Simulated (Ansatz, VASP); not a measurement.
## One calculation of Al, two programs

Contents of INCAR:

```
SYSTEM = Al
PREC = Accurate ; ENCUT = 520
EDIFF = 1E-7 ; ISMEAR = 0
SIGMA = 0.15 ; LREAL = .FALSE.
LASPH = .TRUE. ; NELM = 100
ALGO = Fast ; ISIF = 2
LWAVE = .FALSE. ; LCHARG = .FALSE.
GGA = PE ; IVDW = 12
NBANDS = 14
```

KPOINTS

```
Automatic mesh
0
G
  18 18 4
  0 0 0
```

File POSCAR:

```
Al
1.0
    2.8144222650      0.0000000000      0.0000000000
   -1.4072111325      2.4373611785      0.0000000000
    0.0000000000      0.0000000000      9.2410470710
Al
4
Direct
    0.0000000000      0.0000000000      0.0000000000
    0.2184549959      0.4369099917      0.1742510081
    0.0000000000      0.0000000000      0.5000000000
    0.6666666667      0.3333333333      0.7500000000
```

Input for Ansatz:

```yaml
crystal:
  lattice:
    - [2.814422265, 0.0, 0.0]
    - [-1.4072111325, 2.4373611785, 0.0]
    - [0.0, 0.0, 9.241047071]
  atoms:
    - { symbol: Al, position: [0.0, 0.0, 0.0] }
    - { symbol: Al, position: [0.2184549959, 0.4369099917, 0.1742510081] }
    - { symbol: Al, position: [0.0, 0.0, 0.5] }
    - { symbol: Al, position: [0.6666666667, 0.3333333333, 0.75] }
basis:
  ecutwfc: 420
kpoints:
  mp_grid: { grid: [18, 18, 4] }
hamiltonian:
  xc: pbe
  pseudopotentials: { kind: paw, azcp: { folder: soft_1 } }
  dispersion: d3bj
scf:
  occupations: { method: gaussian, width: 0.15 }
output:
  forces: true
  stress: true
  eigenvalues: true
```

Alike in both runs: task single point; functional PBE; dispersion D3(BJ); k mesh 18 × 18 × 4; occupations gaussian, width 0.15 eV; no spin polarisation.

```csv
,VASP,Ansatz
version,VASP 6.6.1,Ansatz 0.2.0
potentials or method,"VASP PAW PBE potentials, release 64 (Al), cutoff 520 eV","scalar-relativistic, plane waves, PAW"
valence electrons in the cell,12,12
```

```tsv
	VASP	Ansatz	Ansatz less VASP
gap on the k mesh at the Fermi level (eV)	none	none	-
pressure (GPa)	17.1	17.1	-0.02
traceless stress, the component that is largest in VASP (GPa)	19.32	19.32	+0.002
rms of the force components (eV/Å)	4.379	4.379	-0.0005
```

Atom by atom the forces differ by 0.002 eV/Å (rms over components). A gap of «none» marks a metal or a gap that the smearing closes.
